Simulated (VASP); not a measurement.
# Ge (P6/mmm) in VASP: a series of runs

Ge is run at these levels: PBE; tasks: single point, relaxation of cell and atoms.

Everything below comes from runs of VASP 6.6.1. Logs are shortened: lines on timing, memory, paths and dates and some standing lists are left out, and cuts for length are marked.

### 1 The cell of the first run

The structure is hexagonal, space group P6/mmm (No. 191). Conventional cell: a = 2.838 Å, b = 2.838 Å, c = 2.828 Å, α = 90.00°, β = 90.00°, γ = 120.00°. Ge (site symmetry 6/mmm) has 8 Ge at 2.83 to 2.84 Å within 3.7 Å.

### 2 Single point, PBE

INCAR

```
SYSTEM = Ge
ALGO = Normal
EDIFF = 1E-6
ENCUT = 520
GGA = PE
ISIF = 2
ISMEAR = 0
LASPH = .TRUE.
LCHARG = .TRUE.
LELF = .TRUE.
LREAL = .FALSE.
LVHAR = .TRUE.
LWAVE = .FALSE.
NBANDS = 21
NELM = 100
PREC = Accurate
SIGMA = 0.1
```

KPOINTS

```
k-points
0
G
  6 6 4
  0 0 0
```

POSCAR

```
Ge
1.0
    2.8382769918      0.0000000000      0.0000000000
   -1.4191384959      2.4580199779      0.0000000000
    0.0000000000      0.0000000000      5.6554200626
Ge
2
Direct
    0.0000000000      0.0000000000      0.7499500773
    0.0000000000      0.0000000000      0.2500499227
```

Potentials or basis: VASP PAW PBE potentials, release 64 (Ge_d).

The run is started by

```sh
> cat potpaw_PBE.64/Ge_d/POTCAR > POTCAR
> mpirun -np 1 vasp_std > vasp.out
```

OUTCAR:

```text
SYSTEM = Ge
   EDIFF = 1E-6
   ENCUT = 520
   GGA = PE
   ISIF = 2
   ISMEAR = 0
   LASPH = .TRUE.
   LREAL = .FALSE.
   NELM = 100
   PREC = Accurate

 ion  position               nearest neighbor table
   1  0.000  0.000  0.750-   2 2.83   2 2.83
   2  0.000  0.000  0.250-   1 2.83   1 2.83

  LATTYP: Found a hexagonal cell.
 ALAT       =     2.8382769918
 C/A-ratio  =     1.9925539611

  Lattice vectors:

 A1 = (   2.8382769918,   0.0000000000,   0.0000000000)
 A2 = (  -1.4191384959,   2.4580199779,   0.0000000000)
 A3 = (   0.0000000000,   0.0000000000,   5.6554200626)

Analysis of symmetry for initial positions (statically):
=====================================================================
 Subroutine PRICEL returns:
 Original cell was already a primitive cell.

 Routine SETGRP: Setting up the symmetry group for a
 hexagonal supercell.

 Subroutine GETGRP returns: Found 24 space group operations
 (whereof 24 operations were pure point group operations)
 out of a pool of 24 trial point group operations.

The static configuration has the point symmetry D_6h.

Analysis of symmetry for dynamics (positions and initial velocities):
=====================================================================
 Subroutine PRICEL returns:
 Original cell was already a primitive cell.

 Routine SETGRP: Setting up the symmetry group for a
 hexagonal supercell.

 Subroutine GETGRP returns: Found 24 space group operations
 (whereof 24 operations were pure point group operations)
 out of a pool of 24 trial point group operations.

The dynamic configuration has the point symmetry D_6h.

 Subroutine INISYM returns: Found 24 space group operations
 (whereof 24 operations are pure point group operations),
 and found     1 'primitive' translations

----------------------------------------------------------------------------------------

                                     Primitive cell

  volume of cell :      39.4553

  direct lattice vectors                    reciprocal lattice vectors
     2.838276992  0.000000000  0.000000000     0.352326430  0.203415759  0.000000000
    -1.419138496  2.458019978  0.000000000     0.000000000  0.406831518  0.000000000
     0.000000000  0.000000000  5.655420063     0.000000000  0.000000000  0.176821525

  length of vectors
     2.838276992  2.838276992  5.655420063     0.406831518  0.406831518  0.176821525

  position of ions in fractional coordinates (direct lattice)
     0.000000000  0.000000000  0.749950077
     0.000000000  0.000000000  0.250049923

  ion indices of the primitive-cell ions
   primitive index   ion index
                 1           1
                 2           2

----------------------------------------------------------------------------------------

 KPOINTS: k-points

Automatic generation of k-mesh.
 Grid dimensions read from file:
 generate k-points for:    6    6    4

 Generating k-lattice:

  Cartesian coordinates                     Fractional coordinates (reciprocal lattice)
     0.058721072  0.033902627  0.000000000     0.166666667  0.000000000  0.000000000
     0.000000000  0.067805253  0.000000000     0.000000000  0.166666667  0.000000000
     0.000000000  0.000000000  0.044205381     0.000000000  0.000000000  0.250000000

  Length of vectors
     0.067805253  0.067805253  0.044205381

  Shift w.r.t. Gamma in fractional coordinates (k-lattice)
     0.000000000  0.000000000  0.000000000

 Subroutine IBZKPT returns following result:
 ===========================================

 Found     21 irreducible k-points:

 Following reciprocal coordinates:
            Coordinates               Weight
  0.000000  0.000000  0.000000      1.000000
  0.166667  0.000000  0.000000      6.000000
  0.333333  0.000000  0.000000      6.000000
  0.500000  0.000000  0.000000      3.000000
  0.166667  0.166667  0.000000      6.000000
  0.333333  0.166667  0.000000     12.000000
[... 13 lines left out ...]
  0.333333  0.166667  0.500000     12.000000
  0.333333  0.333333  0.500000      2.000000
   k-points           NKPTS =     21   k-points in BZ     NKDIM =     21   number of bands    NBANDS=     21
   number of dos      NEDOS =    301   number of ions     NIONS =      2
   total plane-waves  NPLWV =  24192
   dimension x,y,z NGX =    24 NGY =   24 NGZ =   42
   dimension x,y,z NGXF=    48 NGYF=   48 NGZF=   84
   ions per type =               2
   NGX,Y,Z   is equivalent  to a cutoff of  14.06, 14.06, 12.35 a.u.
   NGXF,Y,Z  is equivalent  to a cutoff of  28.11, 28.11, 24.69 a.u.
 SYSTEM =  Ge
   PREC   = accura    normal or accurate (medium, high low for compatibility)
   ISTART =      0    job   : 0-new  1-cont  2-samecut
   ICHARG =      2    charge: 1-file 2-atom 10-const
   ISPIN  =      1    spin polarized calculation?
   LNONCOLLINEAR =      F non collinear calculations
   LSORBIT =      F    spin-orbit coupling
   LASPH  =      T    aspherical Exc in radial PAW
   ENCUT  =  520.0 eV  38.22 Ry    6.18 a.u.   5.28  5.28 10.52*2*pi/ulx,y,z
   NELM   =    100;   NELMIN=  2; NELMDL= -5     # of ELM steps
   EDIFF  = 0.1E-05   stopping-criterion for ELM
   LREAL  =      F    real-space projection
   EDIFFG = 0.1E-04   stopping-criterion for IOM
   NSW    =      0    number of steps for IOM
   IBRION =     -1    ionic relax: 0-MD 1-quasi-New 2-CG
   NFREE  =      0    steps in history (QN), initial steepest desc. (CG)
   ISIF   =      2    stress and relaxation
   ISYM   =      2    0-nonsym 1-usesym 2-fastsym
   POTIM  = 0.5000    time-step for ionic-motion
   TEBEG  =    0.0;   TEEND  =   0.0 temperature during run
   PSTRESS=    0.0 pullay stress
   NELECT =      28.0000    total number of electrons
   NUPDOWN=      -1.0000    fix difference up-down
   EMIN   =  10.00;   EMAX   =-10.00  energy-range for DOS
   EFERMI =   0.00;   METHOD = LEGACY
   ISMEAR =     0;   SIGMA  =   0.10  broadening in eV -4-tet -1-fermi 0-gaus
   EFERMI_NEDOS =   21; number of points for ismear=-14 and -15
   IALGO  =     38    algorithm
   IMIX   =      4    mixing-type and parameters
     AMIX     =   0.40;   BMIX     =  1.00
     AMIX_MAG =   1.60;   BMIX_MAG =  1.00
  volume/ion in A,a.u.               =      19.73       133.13
  Fermi-wavevector in a.u.,A,eV,Ry     =   1.460245  2.759464 29.011926  2.132316
  Thomas-Fermi vector in A             =   2.576717
   LORBIT       =      0    0 simple, 1 ext, 2 COOP (PROOUT), +10 PAW based schemes
   GGA     = PE    functional components
   LHFCALC =     F    Hartree Fock is set to
   AEXX    =    0.0000 exact exchange contribution
   IVDW    =     0    specifies the selected vdW correction
   LEPSILON=     F    determine dielectric tensor
   LRPA    =     F    only Hartree local field effects (RPA)
 non-spin polarized calculation
 Gauss-broadening in eV      SIGMA  =   0.10
  energy-cutoff  :      520.00
  volume of cell :       39.46
 maximum number of plane-waves:      1079
 NGX is ok and might be reduce to    24
   NGX = 11   NGY = 11   NGZ = 21

 number of electron      28.0000003 magnetization

 Free energy of the ion-electron system (eV)
  ---------------------------------------------------
  ext. energy  EPLUGINS =         0.00000000
  ---------------------------------------------------
  free energy    TOTEN  =        -8.56648524 eV

  energy without entropy =       -8.55824092  energy(sigma->0) =       -8.56236308

 E-fermi :   6.2520     XC(G=0): -11.0023

 val. band max:        6.2068877947   @ k =   0.3333   0.1667   0.2500
 cond. band min:       6.3707514240   @ k =   0.5000   0.0000   0.2500
 fundamental gap:      0.1638636292
 Fermi energy:         6.2520217855

 k-point     1 :       0.0000    0.0000    0.0000
  band No.  band energies     occupation
      1     -18.5524      2.00000
      2     -18.4981      2.00000
      3     -18.4981      2.00000
      4     -18.4921      2.00000
      5     -18.4921      2.00000
      6     -18.4228      2.00000
[... 13 lines left out ...]
     20      20.8461      0.00000
     21      20.8462      0.00000

 k-point     2 :       0.1667    0.0000    0.0000
  band No.  band energies     occupation
      1     -18.5387      2.00000
      2     -18.5010      2.00000
      3     -18.4993      2.00000
      4     -18.4645      2.00000
      5     -18.4592      2.00000
      6     -18.4279      2.00000
[... 13 lines left out ...]
     20      17.7177      0.00000
     21      18.1954      0.00000

 k-point     3 :       0.3333    0.0000    0.0000
  band No.  band energies     occupation
      1     -18.5504      2.00000
      2     -18.5251      2.00000
      3     -18.4695      2.00000
      4     -18.4645      2.00000
      5     -18.4206      2.00000
      6     -18.4114      2.00000
[... 13 lines left out ...]
     20      15.3281      0.00000
     21      18.1110      0.00000

 k-point     4 :       0.5000    0.0000    0.0000
  band No.  band energies     occupation
      1     -18.5622      2.00000
      2     -18.5382      2.00000
      3     -18.4899      2.00000
      4     -18.4421      2.00000
      5     -18.4264      2.00000
      6     -18.4252      2.00000
[... 13 lines left out ...]
     20      15.1405      0.00000
     21      18.3226      0.00000

 k-point     5 :       0.1667    0.1667    0.0000
  band No.  band energies     occupation
      1     -18.5128      2.00000
      2     -18.5056      2.00000
      3     -18.4983      2.00000
      4     -18.4552      2.00000
      5     -18.4348      2.00000
      6     -18.4223      2.00000
[... 13 lines left out ...]
     20      17.2029      0.00000
     21      17.5308      0.00000
[... 310 lines left out ...]
     20      13.4212      0.00000
     21      15.9887      0.00000

 k-point    19 :       0.1667    0.1667    0.5000
  band No.  band energies     occupation
      1     -18.5020      2.00000
      2     -18.5020      2.00000
      3     -18.4589      2.00000
      4     -18.4588      2.00000
      5     -18.4283      2.00000
      6     -18.4282      2.00000
[... 13 lines left out ...]
     20      18.6862      0.00000
     21      20.7118      0.00000

 k-point    20 :       0.3333    0.1667    0.5000
  band No.  band energies     occupation
      1     -18.5079      2.00000
      2     -18.5078      2.00000
      3     -18.4491      2.00000
      4     -18.4490      2.00000
      5     -18.4125      2.00000
      6     -18.4124      2.00000
[... 13 lines left out ...]
     20      14.8391      0.00000
     21      18.9760      0.00000

 k-point    21 :       0.3333    0.3333    0.5000
  band No.  band energies     occupation
      1     -18.4405      2.00000
      2     -18.4405      2.00000
      3     -18.4404      2.00000
      4     -18.4404      2.00000
      5     -18.4323      2.00000
      6     -18.4323      2.00000
[... 13 lines left out ...]
     20      15.4030      0.00000
     21      15.4035      0.00000

------------------------ aborting loop because EDIFF is reached ----------------------------------------

  FORCE on cell =-STRESS in cart. coord.  units (eV):
  Direction    XX          YY          ZZ          XY          YZ          ZX
  --------------------------------------------------------------------------------------
  -------------------------------------------------------------------------------------
  Total       -0.0673778     -0.0673778     -0.0285446      0.0000000      0.0000000      0.0000000
  in kB       -2.7360408     -2.7360408     -1.1591245      0.0000000      0.0000000      0.0000000
  external PRESSURE =      -2.2104021 kB  Pullay stress =       0.0000000 kB

 VOLUME and BASIS-vectors are now :
 -----------------------------------------------------------------------------
  energy-cutoff  :      520.00
  volume of cell :       39.46
      direct lattice vectors                 reciprocal lattice vectors
     2.838276992  0.000000000  0.000000000     0.352326430  0.203415759  0.000000000
    -1.419138496  2.458019978  0.000000000     0.000000000  0.406831518  0.000000000
     0.000000000  0.000000000  5.655420063     0.000000000  0.000000000  0.176821525

 POSITION                                       TOTAL-FORCE (eV/Angst)
 -----------------------------------------------------------------------------------
      0.00000      0.00000      4.24128         0.000000      0.000000      0.002824
      0.00000      0.00000      1.41414        -0.000000     -0.000000     -0.002824
 -----------------------------------------------------------------------------------
    total drift:                                0.000000      0.000000      0.000000

  FREE ENERGIE OF THE ION-ELECTRON SYSTEM (eV)
  ---------------------------------------------------
  free  energy   TOTEN  =        -8.5664852377 eV

  energy  without entropy=       -8.5582409165  energy(sigma->0) =       -8.56236308
```

Run time: 8.4 s. Hardware: 1 thread of AMD EPYC 9R45 (Zen 5), shared host; peak memory 0.13 GiB.

What came out:

```
Free energy            : -8.5665 eV
Pressure               : -0.2 GPa
Band gap on the k mesh : zero (band 14 reaches 11.17 eV, above the bottom of band 15 at 3.98 eV)
```

Forces on the atoms (eV/Å):
```
Ge   0.000  0.000  0.003
Ge   0.000  0.000 -0.003
```

Levels at points of the mesh, in eV from the Fermi level:
```
           k point  band 10  band 11  band 12  band 13  band 14  band 15  band 16  band 17  band 18  band 19
(0.00, 0.00, 0.00)   -24.62   -12.94    -9.89    -5.74     4.91     8.81     8.85     8.85    11.09    11.09
(0.50, 0.00, 0.00)   -24.56    -7.75    -5.41    -4.40    -2.93    -1.47     3.40     4.54     6.83     8.52
(0.00, 0.00, 0.50)   -24.64   -11.88   -11.88    -1.42    -1.42     9.77     9.77     9.77     9.77    15.28
(0.50, 0.00, 0.50)   -24.61    -6.68    -6.68    -4.44    -4.44     3.08     3.09     5.47     5.47     7.17
```

Caveat: the k points lie up to 0.43 Å⁻¹ apart.

### 3 Single point, PBE

This run uses another cell than the first one, of 31.68 Å³/atom, 1.606 times its volume.

INCAR

```
SYSTEM = Ge
ALGO     = Normal         ! electronic algorithm
EDIFF    = 1E-7           ! SCF threshold, eV
ENCUT    = 520            ! plane-wave cutoff, eV
GGA      = PE             ! functional
ISIF     = 2              ! what is computed and relaxed
ISMEAR   = 0              ! smearing method
LASPH    = .TRUE.         ! aspherical terms in the spheres
LCHARG   = .TRUE.         ! write CHGCAR
LELF     = .TRUE.         ! ELF
LREAL    = .FALSE.        ! projectors in reciprocal space
LVHAR    = .TRUE.       
LWAVE    = .FALSE.        ! write WAVECAR
NBANDS   = 21             ! bands
NELM     = 80             ! most SCF steps
PREC     = Accurate       ! precision mode
SIGMA    = 0.1            ! smearing width, eV
```

KPOINTS is that of step 2.

POSCAR

```
Ge
1.0
    3.4796488800      0.0000000000      0.0000000000
   -1.7398244400      3.0134643300      0.0000000000
    0.0000000000      0.0000000000      6.0430315000
Ge
2
Direct
    0.0000000000      0.0000000000      0.7816927900
    0.0000000000      0.0000000000      0.2183072100
```

Potentials or basis: VASP PAW PBE potentials, release 64 (Ge_d).

The run is started by

```sh
> cat potpaw_PBE.64/Ge_d/POTCAR > POTCAR
> mpirun -np 1 vasp_std > vasp.out
```

OUTCAR:

```text
SYSTEM = Ge
   EDIFF = 1E-7
   ENCUT = 520
   GGA = PE
   ISIF = 2
   ISMEAR = 0
   LASPH = .TRUE.
   LREAL = .FALSE.
   NELM = 80
   PREC = Accurate

 ion  position               nearest neighbor table
   1  0.000  0.000  0.782-   2 2.64
   2  0.000  0.000  0.218-   1 2.64

  LATTYP: Found a hexagonal cell.
 ALAT       =     3.4796488800
 C/A-ratio  =     1.7366785295

  Lattice vectors:

 A1 = (   3.4796488800,   0.0000000000,   0.0000000000)
 A2 = (  -1.7398244400,   3.0134643300,   0.0000000000)
 A3 = (   0.0000000000,   0.0000000000,   6.0430315000)

Analysis of symmetry for initial positions (statically):
=====================================================================
 Subroutine PRICEL returns:
 Original cell was already a primitive cell.

 Routine SETGRP: Setting up the symmetry group for a
 hexagonal supercell.

 Subroutine GETGRP returns: Found 24 space group operations
 (whereof 24 operations were pure point group operations)
 out of a pool of 24 trial point group operations.

The static configuration has the point symmetry D_6h.

[... 151 lines left out ...]
  ext. energy  EPLUGINS =         0.00000000
  ---------------------------------------------------
  free energy    TOTEN  =        -7.15687152 eV

  energy without entropy =       -7.14750622  energy(sigma->0) =       -7.15218887

 E-fermi :   2.1118     XC(G=0):  -8.7952

 val. band max:        2.0732584962   @ k =   0.1667   0.0000   0.5000
 cond. band min:       2.1332551906   @ k =   0.3333   0.0000   0.5000
 fundamental gap:      0.0599966944
 Fermi energy:         2.1118247221

 k-point     1 :       0.0000    0.0000    0.0000
  band No.  band energies     occupation
      1     -22.5019      2.00000
      2     -22.5019      2.00000
      3     -22.4960      2.00000
      4     -22.4960      2.00000
      5     -22.4717      2.00000
      6     -22.4324      2.00000
[... 493 lines left out ...]
     20      11.0767      0.00000
     21      11.2512      0.00000

------------------------ aborting loop because EDIFF is reached ----------------------------------------

  FORCE on cell =-STRESS in cart. coord.  units (eV):
  Direction    XX          YY          ZZ          XY          YZ          ZX
  --------------------------------------------------------------------------------------
  -------------------------------------------------------------------------------------
  Total       -3.7355829     -3.7355830     -2.2533063      0.0000000      0.0000000      0.0000000
  in kB      -94.4523200    -94.4523203    -56.9737068      0.0000000      0.0000000      0.0000000
  external PRESSURE =     -81.9594490 kB  Pullay stress =       0.0000000 kB

 VOLUME and BASIS-vectors are now :
 -----------------------------------------------------------------------------
  energy-cutoff  :      520.00
  volume of cell :       63.37
      direct lattice vectors                 reciprocal lattice vectors
     3.479648880  0.000000000  0.000000000     0.287385318  0.165921991  0.000000000
    -1.739824440  3.013464330  0.000000000     0.000000000  0.331843981  0.000000000
     0.000000000  0.000000000  6.043031500     0.000000000  0.000000000  0.165479859

 POSITION                                       TOTAL-FORCE (eV/Angst)
 -----------------------------------------------------------------------------------
      0.00000      0.00000      4.72379         0.000000     -0.000000     -0.337628
      0.00000      0.00000      1.31924        -0.000000      0.000000      0.337628
 -----------------------------------------------------------------------------------
    total drift:                               -0.000000      0.000000      0.000000

  FREE ENERGIE OF THE ION-ELECTRON SYSTEM (eV)
  ---------------------------------------------------
  free  energy   TOTEN  =        -7.1568715232 eV

  energy  without entropy=       -7.1475062180  energy(sigma->0) =       -7.15218887
```

stdout:

```text
POSCAR found type information on POSCAR Ge
 POSCAR found :  1 types and       2 ions
 scaLAPACK will be used
 LDA part: xc-table for (Slater+PW92), standard interpolation
 POSCAR, INCAR and KPOINTS ok, starting setup
 FFT: planning ... GRIDC
 FFT: planning ... GRID_SOFT
 FFT: planning ... GRID
 WAVECAR not read
 entering main loop
```

Run time: 16 s. Hardware: 1 thread of AMD EPYC 9R45 (Zen 5), shared host; peak memory 0.15 GiB.

Results:

| Quantity | Value |
| --- | --- |
| Free energy | -7.1569 eV |
| Pressure | -8.2 GPa |
| Largest force | 0.338 eV/Å |
| Band gap on the k mesh | zero (band 14 reaches 6.07 eV, above the bottom of band 15 at 1.34 eV) |

Forces on the atoms (eV/Å):
```
Ge   0.000  0.000 -0.338
Ge   0.000  0.000  0.338
```

(Part 1 of 2 ends here.)
